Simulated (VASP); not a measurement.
Input of a VASP 6.6.1 run:

INCAR

```
PREC = Accurate
ENCUT = 520
EDIFF = 1E-6
ISMEAR = -1
SIGMA = 0.08
LREAL = F
LASPH = T
NELM = 100
ALGO = Normal
ISIF = 2
LWAVE = F
LCHARG = T
GGA = PE
LELF = T
LVHAR = T
NBANDS = 16
```

File KPOINTS:

```
Automatic mesh
0
Gamma
  12 12 12
```

File POSCAR:

```
MnSb
1.0
    0.0000000000      2.8498341525      2.8498341525
    2.8498341525      0.0000000000      2.8498341525
    2.8498341525      2.8498341525      0.0000000000
Mn Sb
1 1
Direct
    0.0000000000      0.0000000000      0.0000000000
    0.5000000000      0.5000000000      0.5000000000
```

Potentials or basis: VASP PAW PBE potentials, release 64 (Mn_pv, Sb).

Command:

```console
$ cat potpaw_PBE.64/Mn_pv/POTCAR potpaw_PBE.64/Sb/POTCAR > POTCAR
$ mpirun -np 1 vasp_std > vasp.out
```

What does it give for the band gap on the k mesh?

Zero (band 9 reaches 6.50 eV, above the bottom of band 10 at 6.49 eV).

Predict the pressure.

-15.5 GPa.

Caveat: spin-orbit coupling is left out, which moves the levels of the heavy elements. Spin polarisation is off, so any magnetic state and its effect on volume and gap are missing.
